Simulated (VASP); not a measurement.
# TiO2 (I4_1/amd) in VASP: a series of runs

The runs below take TiO2 through relaxation of cell and atoms, with PBE, LDA.

Everything below comes from runs of VASP 6.6.1. Logs are shortened: lines on timing, memory, paths and dates and some standing lists are left out, and cuts for length are marked.

## 1. The cell of the first run

It takes space group I4_1/amd (No. 141, tetragonal). Conventional cell: a = 3.784 Å, b = 3.784 Å, c = 9.515 Å, α = 90.00°, β = 90.00°, γ = 90.00°. Ti (site symmetry -4m2) has 6 O at 1.93 to 1.98 Å within 2.6 Å. Within 2.6 Å of O (site symmetry 2mm) lie 3 Ti at 1.93 to 1.98 Å and 2 O at 2.47 Å.

## 2. Relaxation of cell and atoms, PBE

Contents of INCAR:

```
  PREC = Accurate
  ENCUT = 600
  EDIFF = 1E-6
  ISMEAR = -1
  SIGMA = 0.02
  LREAL = F
  LASPH = T
  NELM = 100
  ALGO = Normal
  ISIF = 3
  LWAVE = F
  LCHARG = F
  GGA = PE
  IBRION = 2
  NSW = 80
  EDIFFG = -0.005
```

Contents of KPOINTS:

```
Automatic mesh
0
Gamma
  8 8 8
```

Contents of POSCAR:

```
TiO2
1.0
   -1.8921000000      1.8921000000      4.7573000000
    1.8921000000     -1.8921000000      4.7573000000
    1.8921000000      1.8921000000     -4.7573000000
Ti O
2 4
Direct
    0.0000000000      0.0000000000      0.0000000000
    0.7500000000      0.2500000000      0.5000000000
    0.2081000000      0.2081000000      0.0000000000
    0.9581000000      0.4581000000      0.5000000000
    0.5419000000      0.0419000000      0.5000000000
    0.7919000000      0.7919000000      0.0000000000
```

Potentials or basis: VASP PAW PBE potentials, release 64 (Ti_sv, O).

Run with:

```
cat potpaw_PBE.64/Ti_sv/POTCAR potpaw_PBE.64/O/POTCAR > POTCAR
mpirun -np 1 vasp_std > vasp.out
```

OUTCAR:

```text
PREC = Accurate
   ENCUT = 600
   EDIFF = 1E-6
   ISMEAR = -1
   LREAL = F
   LASPH = T
   NELM = 100
   ISIF = 3
   GGA = PE
   IBRION = 2
   NSW = 80
   EDIFFG = -0.005

 ion  position               nearest neighbor table
   1  0.000  0.000  0.000-   5 1.93   4 1.93   5 1.93   4 1.93   3 1.98   6 1.98
   2  0.750  0.250  0.500-   6 1.93   3 1.93   6 1.93   3 1.93   4 1.98   5 1.98
   3  0.208  0.208  0.000-   2 1.93   2 1.93   1 1.98
   4  0.958  0.458  0.500-   1 1.93   1 1.93   2 1.98
   5  0.542  0.042  0.500-   1 1.93   1 1.93   2 1.98
   6  0.792  0.792  0.000-   2 1.93   2 1.93   1 1.98

  LATTYP: Found a body centered tetragonal cell.
 ALAT       =     3.7842000000
 C/A-ratio  =     2.5142962846

  Lattice vectors:

 A1 = (  -1.8921000000,   1.8921000000,   4.7573000000)
 A2 = (   1.8921000000,  -1.8921000000,   4.7573000000)
 A3 = (   1.8921000000,   1.8921000000,  -4.7573000000)

Analysis of symmetry for initial positions (statically):
=====================================================================
 Subroutine PRICEL returns:
 Original cell was already a primitive cell.

 Routine SETGRP: Setting up the symmetry group for a
 body centered tetragonal supercell.

 Subroutine GETGRP returns: Found 16 space group operations
 (whereof  8 operations were pure point group operations)
 out of a pool of 16 trial point group operations.

The static configuration has the point symmetry D_2d.
 The point group associated with its full space group is D_4h.

Analysis of symmetry for dynamics (positions and initial velocities):
=====================================================================
 Subroutine PRICEL returns:
 Original cell was already a primitive cell.

 Routine SETGRP: Setting up the symmetry group for a
 body centered tetragonal supercell.

 Subroutine GETGRP returns: Found 16 space group operations
 (whereof  8 operations were pure point group operations)
 out of a pool of 16 trial point group operations.

The dynamic configuration has the point symmetry D_2d.
 The point group associated with its full space group is D_4h.

 Subroutine INISYM returns: Found 16 space group operations
 (whereof  8 operations are pure point group operations),
 and found     1 'primitive' translations

----------------------------------------------------------------------------------------

                                     Primitive cell

  volume of cell :      68.1253

  direct lattice vectors                    reciprocal lattice vectors
    -1.892100000  1.892100000  4.757300000     0.000000000  0.264256646  0.105101633
     1.892100000 -1.892100000  4.757300000     0.264256646  0.000000000  0.105101633
     1.892100000  1.892100000 -4.757300000     0.264256646  0.264256646  0.000000000

  length of vectors
     5.458203744  5.458203744  5.458203744     0.284390450  0.284390450  0.373715333

  position of ions in fractional coordinates (direct lattice)
     0.000000000  0.000000000  0.000000000
     0.750000000  0.250000000  0.500000000
     0.208100000  0.208100000  0.000000000
     0.958100000  0.458100000  0.500000000
     0.541900000  0.041900000  0.500000000
     0.791900000  0.791900000  0.000000000

  ion indices of the primitive-cell ions
   primitive index   ion index
                 1           1
                 2           2
                 3           3
                 4           4
                 5           5
                 6           6

----------------------------------------------------------------------------------------

 KPOINTS: Automatic mesh

Automatic generation of k-mesh.
 Grid dimensions read from file:
 generate k-points for:    8    8    8

 Generating k-lattice:

  Cartesian coordinates                     Fractional coordinates (reciprocal lattice)
     0.000000000  0.033032081  0.013137704     0.125000000  0.000000000 -0.000000000
     0.033032081  0.000000000  0.013137704     0.000000000  0.125000000 -0.000000000
     0.033032081  0.033032081  0.000000000     0.000000000  0.000000000  0.125000000

  Length of vectors
     0.035548806  0.035548806  0.046714417

  Shift w.r.t. Gamma in fractional coordinates (k-lattice)
     0.000000000  0.000000000  0.000000000

 Subroutine IBZKPT returns following result:
 ===========================================

 Found     59 irreducible k-points:

 Following reciprocal coordinates:
            Coordinates               Weight
  0.000000  0.000000  0.000000      1.000000
  0.125000  0.000000  0.000000      8.000000
  0.250000  0.000000  0.000000      8.000000
  0.375000  0.000000 -0.000000      8.000000
  0.500000  0.000000  0.000000      4.000000
  0.125000  0.125000  0.000000      8.000000
[... 16 lines left out ...]
  0.250000  0.125000  0.125000     16.000000
  0.375000  0.125000  0.125000      8.000000
 [... further k-points ...]
   k-points           NKPTS =     59   k-points in BZ     NKDIM =     59   number of bands    NBANDS=     28
   number of dos      NEDOS =    301   number of ions     NIONS =      6
   total plane-waves  NPLWV = 110592
   dimension x,y,z NGX =    48 NGY =   48 NGZ =   48
   dimension x,y,z NGXF=    96 NGYF=   96 NGZF=   96
   ions per type =               2   4
   NGX,Y,Z   is equivalent  to a cutoff of  14.62, 14.62, 14.62 a.u.
   NGXF,Y,Z  is equivalent  to a cutoff of  29.24, 29.24, 29.24 a.u.
 SYSTEM =  unknown system
   PREC   = accura    normal or accurate (medium, high low for compatibility)
   ISTART =      0    job   : 0-new  1-cont  2-samecut
   ICHARG =      2    charge: 1-file 2-atom 10-const
   ISPIN  =      1    spin polarized calculation?
   LNONCOLLINEAR =      F non collinear calculations
   LSORBIT =      F    spin-orbit coupling
   LASPH  =      T    aspherical Exc in radial PAW
   ENCUT  =  600.0 eV  44.10 Ry    6.64 a.u.  10.90 10.90 10.90*2*pi/ulx,y,z
   NELM   =    100;   NELMIN=  2; NELMDL= -5     # of ELM steps
   EDIFF  = 0.1E-05   stopping-criterion for ELM
   LREAL  =      F    real-space projection
   EDIFFG = -.5E-02   stopping-criterion for IOM
   NSW    =     80    number of steps for IOM
   IBRION =      2    ionic relax: 0-MD 1-quasi-New 2-CG
   NFREE  =      1    steps in history (QN), initial steepest desc. (CG)
   ISIF   =      3    stress and relaxation
   ISYM   =      2    0-nonsym 1-usesym 2-fastsym
   POTIM  = 0.5000    time-step for ionic-motion
   TEBEG  =    0.0;   TEEND  =   0.0 temperature during run
   PSTRESS=    0.0 pullay stress
   NELECT =      48.0000    total number of electrons
   NUPDOWN=      -1.0000    fix difference up-down
   EMIN   =  10.00;   EMAX   =-10.00  energy-range for DOS
   EFERMI =   0.00;   METHOD = LEGACY
   ISMEAR =    -1;   SIGMA  =   0.02  broadening in eV -4-tet -1-fermi 0-gaus
   EFERMI_NEDOS =   21; number of points for ismear=-14 and -15
   IALGO  =     38    algorithm
   IMIX   =      4    mixing-type and parameters
     AMIX     =   0.40;   BMIX     =  1.00
     AMIX_MAG =   1.60;   BMIX_MAG =  1.00
  volume/ion in A,a.u.               =      11.35        76.62
  Fermi-wavevector in a.u.,A,eV,Ry     =   1.456752  2.752862 28.873289  2.122127
  Thomas-Fermi vector in A             =   2.573634
   LORBIT       =      0    0 simple, 1 ext, 2 COOP (PROOUT), +10 PAW based schemes
   GGA     = PE    functional components
   LHFCALC =     F    Hartree Fock is set to
   AEXX    =    0.0000 exact exchange contribution
   IVDW    =     0    specifies the selected vdW correction
   LEPSILON=     F    determine dielectric tensor
   LRPA    =     F    only Hartree local field effects (RPA)
 conjugate gradient relaxation of ions
 non-spin polarized calculation
  energy-cutoff  :      600.00
  volume of cell :       68.13
 maximum number of plane-waves:      2299
 NGX is ok and might be reduce to    48
   NGX = 21   NGY = 21   NGZ = 21

--------------------------------------- Ionic step        1  -------------------------------------------

 number of electron      47.9999997 magnetization

 Free energy of the ion-electron system (eV)
  ---------------------------------------------------
  ext. energy  EPLUGINS =         0.00000000
  ---------------------------------------------------
  free energy    TOTEN  =       -53.83474830 eV

  energy without entropy =      -53.83474830  energy(sigma->0) =      -53.83474830

------------------------ aborting loop because EDIFF is reached ----------------------------------------

  FORCE on cell =-STRESS in cart. coord.  units (eV):
  Direction    XX          YY          ZZ          XY          YZ          ZX
  --------------------------------------------------------------------------------------
  -------------------------------------------------------------------------------------
  Total        2.2214764      2.2214764      2.8085162      0.0000000      0.0000000      0.0000000
  in kB       52.2448626     52.2448626     66.0509107      0.0000000      0.0000000      0.0000000
  external PRESSURE =      56.8468786 kB  Pullay stress =       0.0000000 kB
[... 101 lines left out ...]
  FREE ENERGIE OF THE ION-ELECTRON SYSTEM (eV)
  ---------------------------------------------------
  free  energy   TOTEN  =       -53.8654915294 eV

  energy  without entropy=      -53.8654915294  energy(sigma->0) =      -53.86549153

[... ionic steps 4 to 11 ...]

--------------------------------------- Ionic step       12  -------------------------------------------

 number of electron      47.9999998 magnetization

------------------------ aborting loop because EDIFF is reached ----------------------------------------

  FORCE on cell =-STRESS in cart. coord.  units (eV):
  Direction    XX          YY          ZZ          XY          YZ          ZX
  --------------------------------------------------------------------------------------
  -------------------------------------------------------------------------------------
  Total       -0.0601774     -0.0601774     -0.1042786      0.0000000     -0.0000000      0.0000000
  in kB       -1.3733299     -1.3733299     -2.3797798      0.0000000     -0.0000000      0.0000000
  external PRESSURE =      -1.7088132 kB  Pullay stress =       0.0000000 kB
[... 65 lines left out ...]
  energy  without entropy=      -53.8689488999  energy(sigma->0) =      -53.86894890

--------------------------------------- Ionic step       14  -------------------------------------------

 number of electron      47.9999998 magnetization

 Free energy of the ion-electron system (eV)
  ---------------------------------------------------
  ext. energy  EPLUGINS =         0.00000000
  ---------------------------------------------------
  free energy    TOTEN  =       -53.86895238 eV

  energy without entropy =      -53.86895238  energy(sigma->0) =      -53.86895238

 E-fermi :   3.6808     XC(G=0): -10.5817

 val. band max:        3.0993637658   @ k =  -0.3750   0.3750   0.0000
 cond. band min:       5.2271713183   @ k =   0.0000   0.0000   0.0000
 fundamental gap:      2.1278075524
 Fermi energy:         3.6807840747

 k-point     1 :       0.0000    0.0000    0.0000
  band No.  band energies     occupation
      1     -53.3447      2.00000
      2     -53.2941      2.00000
      3     -29.7704      2.00000
      4     -29.5541      2.00000
      5     -29.5541      2.00000
      6     -29.4931      2.00000
[... 733 lines left out ...]
     27       6.6486      0.00000
     28       6.7092      0.00000

 [... further k-points ...]

------------------------ aborting loop because EDIFF is reached ----------------------------------------

  FORCE on cell =-STRESS in cart. coord.  units (eV):
  Direction    XX          YY          ZZ          XY          YZ          ZX
  --------------------------------------------------------------------------------------
  -------------------------------------------------------------------------------------
  Total       -0.0013662     -0.0013662      0.0179856      0.0000000      0.0000000      0.0000000
  in kB       -0.0312067     -0.0312067      0.4108211      0.0000000      0.0000000      0.0000000
  external PRESSURE =       0.1161359 kB  Pullay stress =       0.0000000 kB
[... 21 lines left out ...]
  FREE ENERGIE OF THE ION-ELECTRON SYSTEM (eV)
  ---------------------------------------------------
  free  energy   TOTEN  =       -53.8689523809 eV

  energy  without entropy=      -53.8689523809  energy(sigma->0) =      -53.86895238

 reached required accuracy - stopping structural energy minimisation
```

Wall time 38 min (1 thread of Intel Xeon Platinum 8259CL at 2.50GHz (Skylake/Cascade Lake), shared host); peak memory 0.41 GiB.

What came out:

```
Free energy                           : -53.8690 eV
Relaxed volume                        : 11.69 Å³/atom
Relaxed cell                          : a = 5.547 Å, b = 5.547 Å, c = 5.547 Å, α = 139.91°, β = 139.91°, γ = 57.99°
Space group after relaxing (to 0.1 Å) : I4_1/amd (No. 141)
Energy gained by relaxing             : 5.7 meV/atom
Ionic steps                           : 14
Pressure after relaxing               : 0.0 GPa
Band gap on the k mesh                : 2.13 eV (least direct gap 2.40 eV)
```

The path:
| step | energy change (eV) | largest force (eV/Å) | pressure (GPa) | volume (Å³) |
| --- | --- | --- | --- | --- |
| 1 | 0.0000 | 0.1230 | 5.68 | 68.13 |
| 2 | 0.0191 | 0.3201 | -6.31 | 72.17 |
| 3 | -0.0307 | 0.0862 | 0.04 | 69.86 |
| 4 | -0.0307 | 0.0821 | 0.11 | 69.83 |
| 5 | -0.0317 | 0.0438 | 0.12 | 69.91 |
| 6 | -0.0323 | 0.0070 | 0.05 | 70.01 |
| 7 | -0.0330 | 0.0001 | -0.08 | 70.08 |
| 8 | -0.0339 | 0.0215 | -0.44 | 70.27 |
| 9 | -0.0341 | 0.0029 | 0.31 | 70.05 |
| 10 | -0.0342 | 0.0066 | 0.03 | 70.14 |
| 11 | -0.0342 | 0.0072 | 0.02 | 70.14 |
| 12 | -0.0341 | 0.0151 | -0.17 | 70.21 |
| 13 | -0.0342 | 0.0074 | -0.02 | 70.15 |
| 14 | -0.0342 | 0.0016 | 0.01 | 70.14 |

Final structure:
```
Ti O
1.0
    -1.90118    1.90118    4.85152
     1.90118   -1.90118    4.85152
     1.90118    1.90118   -4.85152
Ti O
2 4
Direct
  0.00000 0.00000 0.00000
  0.75000 0.25000 0.50000
  0.20657 0.20657 0.00000
  0.95657 0.45657 0.50000
  0.54343 0.04343 0.50000
  0.79343 0.79343 0.00000
```

Levels at points of the mesh, in eV from the valence-band top:
```
           k point  band 21  band 22  band 23  band 24  band 25  band 26  band 27  band 28
(0.00, 0.00, 0.00)    -0.77    -0.76    -0.39    -0.39     2.13     2.79     3.97     3.97
(0.50, 0.00, 0.00)    -1.85    -0.85    -0.82    -0.61     3.20     3.47     3.52     3.54
(0.50, 0.50, 0.00)    -1.95    -1.95    -0.02    -0.02     3.23     3.23     3.70     3.70
(0.50, 0.50, 0.50)    -1.21    -1.21    -0.07    -0.07     2.45     2.45     3.70     3.70
```

A k mesh can miss the band edges. Zero-point motion and thermal expansion aren't in these numbers.

## 3. Relaxation of cell and atoms, LDA

This run uses another cell than the first one, of 11.67 Å³/atom.

Contents of INCAR:

```
PREC = Accurate
ENCUT = 600
EDIFF = 1E-6
ISMEAR = -1
SIGMA = 0.02
LREAL = F
LASPH = T
NELM = 100
ALGO = Normal
ISIF = 3
LWAVE = F
LCHARG = F
GGA = CA
IBRION = 2
NSW = 80
EDIFFG = -0.005
```

Contents of KPOINTS:

```
regular mesh
0
Gamma
  8 8 8
```

Contents of POSCAR:

```
TiO2
1.0
   -1.8994432129      1.8994432129      4.8500942874
    1.8994432129     -1.8994432129      4.8500942874
    1.8994432129      1.8994432129     -4.8500942874
Ti O
2 4
Direct
    0.0000000000      0.0000000000      0.0000000000
    0.7500000000      0.2500000000      0.5000000000
    0.2064601751      0.2064601751      0.0000000000
    0.9564601751      0.4564601751      0.5000000000
    0.5435398249      0.0435398249      0.5000000000
    0.7935398249      0.7935398249      0.0000000000
```

Potentials or basis: VASP PAW LDA potentials, release 64 (Ti_sv, O).

Run with:

```
cat potpaw_LDA.64/Ti_sv/POTCAR potpaw_LDA.64/O/POTCAR > POTCAR
mpirun -np 1 vasp_std > vasp.out
```

Run time: 41 min. Hardware: 1 thread of Intel Xeon Platinum 8259CL at 2.50GHz (Skylake/Cascade Lake), shared host; peak memory 0.35 GiB.

The run converged. Its results:

```yaml
Free_energy: -58.8572 eV
Relaxed_volume: 11.06 Å³/atom
Relaxed_cell: a = 5.420 Å, b = 5.420 Å, c = 5.420 Å, α = 139.57°, β = 139.57°, γ = 58.51°
Space_group_after_relaxing_to_0.1_Å: I4_1/amd (No. 141)
Energy_gained_by_relaxing: 20.0 meV/atom
Ionic_steps: 13
Pressure_after_relaxing: 0.0 GPa
Largest_force_after_relaxing: 0.005 eV/Å
Band_gap_on_the_k_mesh: 2.09 eV (least direct gap 2.41 eV)
```

Forces on the atoms (eV/Å):
```
Ti   0.000  0.000  0.000
Ti   0.000  0.000  0.000
O    0.000  0.000  0.005
O    0.000  0.000  0.005
O    0.000  0.000 -0.005
O    0.000  0.000 -0.005
```

Step by step:
| step | energy change (eV) | largest force (eV/Å) | pressure (GPa) | volume (Å³) |
| --- | --- | --- | --- | --- |
| 1 | 0.0000 | 0.1828 | -10.53 | 69.99 |
| 2 | 0.1077 | 0.7012 | 17.55 | 62.51 |
| 3 | -0.1151 | 0.1459 | -0.30 | 66.73 |
| 4 | -0.1152 | 0.1533 | -0.09 | 66.67 |
| 5 | -0.1174 | 0.0174 | 0.03 | 66.52 |
| 6 | -0.1174 | 0.0284 | 0.02 | 66.54 |
| 7 | -0.1181 | 0.0217 | -0.04 | 66.53 |
| 8 | -0.1195 | 0.0010 | -0.32 | 66.49 |
| 9 | -0.1184 | 0.0364 | -0.77 | 66.42 |
| 10 | -0.1197 | 0.0086 | -0.41 | 66.47 |
| 11 | -0.1192 | 0.0328 | 0.84 | 66.09 |
| 12 | -0.1199 | 0.0051 | 0.02 | 66.35 |
| 13 | -0.1199 | 0.0045 | -0.03 | 66.35 |

Final structure:
```
CELL_PARAMETERS angstrom
-1.87293 1.87293 4.72876
1.87293 -1.87293 4.72876
1.87293 1.87293 -4.72876
ATOMIC_POSITIONS crystal
Ti 0.00000 0.00000 0.00000
Ti 0.75000 0.25000 0.50000
O 0.20815 0.20815 0.00000
O 0.95815 0.45815 0.50000
O 0.54185 0.04185 0.50000
O 0.79185 0.79185 0.00000
```

Levels at points of the mesh, in eV from the valence-band top:
```csv
k point,band 20,band 21,band 22,band 23,band 24,band 25,band 26,band 27,band 28
"(0.00, 0.00, 0.00)",-0.75,-0.73,-0.73,-0.47,-0.47,2.09,2.89,4.10,4.10
"(0.50, 0.00, 0.00)",-2.05,-2.00,-0.99,-0.79,-0.61,3.30,3.64,3.66,3.77
"(0.50, 0.50, 0.00)",-2.71,-2.14,-2.14,0.00,0.00,3.42,3.42,3.94,3.94
"(0.50, 0.50, 0.50)",-1.36,-1.25,-1.25,-0.08,-0.08,2.48,2.48,3.87,3.87
```

A k mesh can miss the band edges. A hybrid or GW would open this gap; LDA tends to underestimate it.
